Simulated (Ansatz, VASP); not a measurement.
One calculation of NaH, two programs

```
CELL_PARAMETERS angstrom
0.12597 2.59305 2.59305
2.59305 0.12597 2.59305
2.59305 2.59305 0.12597
ATOMIC_POSITIONS crystal
Na 0.00517 0.00517 0.00517
H 0.24483 0.24483 0.24483
```

Change from the starting cell: epitaxial_111 strain -5.0%.

Alike in both runs: task single point; functional PBE; k mesh 8 × 8 × 8; occupations fermi-dirac, width 0.02 eV; no spin polarisation.

|  | VASP | Ansatz |
| --- | --- | --- |
| version | VASP 6.6.1 | Ansatz 0.2.0 |
| potentials or method | VASP PAW PBE potentials, release 64 (Na_pv, H) | plane waves, PAW |
| plane-wave cutoff (eV) | 520 | 420 |
| valence electrons in the cell | 8 | 10 |

Ansatz gave:

| Property | Result |
| --- | --- |
| gap on the k mesh at the Fermi level (eV) | 3.31 |
| pressure (GPa) | 1.9 |
| traceless stress, the component that is largest in VASP (GPa) | -0.75 |
| rms of the force components (eV/Å) | 0.004 |

What did VASP give for the same quantities?

gap on the k mesh at the Fermi level (eV): 3.30; pressure (GPa): 1.8; traceless stress, the component that is largest in VASP (GPa): -0.75; rms of the force components (eV/Å): 0.004.

Atom by atom the forces differ by 0.000 eV/Å (rms over components). VASP's potentials hold 8 valence electrons a cell and Ansatz's 10, so a difference there can come from the potentials and not from the codes.
